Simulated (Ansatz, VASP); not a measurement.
# Al: VASP beside Ansatz

```
CELL_PARAMETERS angstrom
0.00000 1.98266 1.98266
1.98266 0.00000 1.98266
1.98266 1.98266 0.00000
ATOMIC_POSITIONS crystal
Al 0.00000 0.00000 0.00000
```

Change from the starting cell: volume scaled by 0.94, crystal datasets.

Alike in both runs: task electric field gradients; functional LDA; k mesh 17 × 17 × 17; occupations fermi-dirac, width 0.03 eV; no spin polarisation.

|  | VASP | Ansatz |
| --- | --- | --- |
| version | VASP 6.6.1 | Ansatz 0.2.0 |
| potentials or method | VASP PAW LDA potentials, release 64 (Al), cutoff 520 eV | all-electron PAW with datasets made for the crystal, scalar-relativistic |

|  | VASP | Ansatz | Ansatz less VASP |
| --- | --- | --- | --- |
| pressure (GPa) | 1.2 | 1.1 | -0.09 |

LDA's correlation is that of Perdew and Zunger in VASP and of Perdew and Wang (1992) in Ansatz. Ansatz ran all-electron here, and VASP with PAW potentials.
